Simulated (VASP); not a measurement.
Runs of VASP 6.6.1 on Os. The structure is that of space group Fm-3m (No. 225), or close to it. The cells are those of the table. This isn't the form of Os at room conditions, which is hcp.

```tsv
task	cell	cutoff (eV)	gap on the mesh (eV)	pressure (GPa)
single point	a = 2.698 Å, angles 60.0°, 1 atom	520	none	(a)
single point	a = 2.689 Å, angles 60.0°, 1 atom	600	none	1.3
single point	a = 2.689 Å, angles 60.0°, 1 atom	520	none	1.1
single point	a = 2.680 Å, angles 60.0°, 1 atom	520	none	5.7
relaxation of cell and atoms	relaxed from a = 2.701 Å, angles 60.0°, 1 atom	600	none	-0.1
```

Alike in all rows: level LDA; potentials or basis VASP PAW LDA potentials, release 64 (Os); no spin polarisation; k mesh 21 × 21 × 21; smearing fermi-dirac 0.05 eV.

Task: Estimate the missing entries.

Result: (a) -3.3.

Caveats: spin-orbit coupling is left out, which moves the levels of the heavy elements; the cell stands under tension (at least some runs); the cell stands under pressure (at least some runs).

A k mesh can miss the band edges, and the runs leave out spin-orbit coupling on Os.

A gap of «none» marks levels without a gap at the run's occupations.
